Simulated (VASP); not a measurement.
Input of a VASP 6.6.1 run:

File INCAR:

```
ALGO     = Normal         # electronic algorithm
EDIFF    = 1E-6           # SCF threshold, eV
ENCUT    = 520            # plane-wave cutoff, eV
ISIF     = 2              # what is computed and relaxed
ISMEAR   = -1             # smearing method
LASPH    = T              # aspherical terms in the spheres
LCHARG   = F              # write CHGCAR
LREAL    = F              # projectors in reciprocal space
LWAVE    = F              # write WAVECAR
NBANDS   = 11             # bands
NELM     = 80             # most SCF steps
PREC     = Accurate       # precision mode
SIGMA    = 0.02           # smearing width, eV
```

KPOINTS

```
k-points
0
Gamma
  6 6 6
```

File POSCAR:

```
AlP
1.0
    0.0000000000      2.7263042755      2.7263042755
    2.7263042755      0.0000000000      2.7263042755
    2.7263042755      2.7263042755      0.0000000000
Al P
1 1
Direct
    0.0000000000      0.0000000000      0.0000000000
    0.2500000000      0.2500000000      0.2500000000
```

Potentials or basis: VASP PAW LDA potentials, release 64 (Al, P).

Launch:

```console
$ cat potpaw_LDA.64/Al/POTCAR potpaw_LDA.64/P/POTCAR > POTCAR
$ mpirun -np 1 vasp_std > vasp.out
```

(1) Predict the pressure.

(2) What does it give for the band gap on the k mesh?

Results:

(1) -0.8 GPa.

(2) 1.43 eV, indirect (least direct gap 3.15 eV).
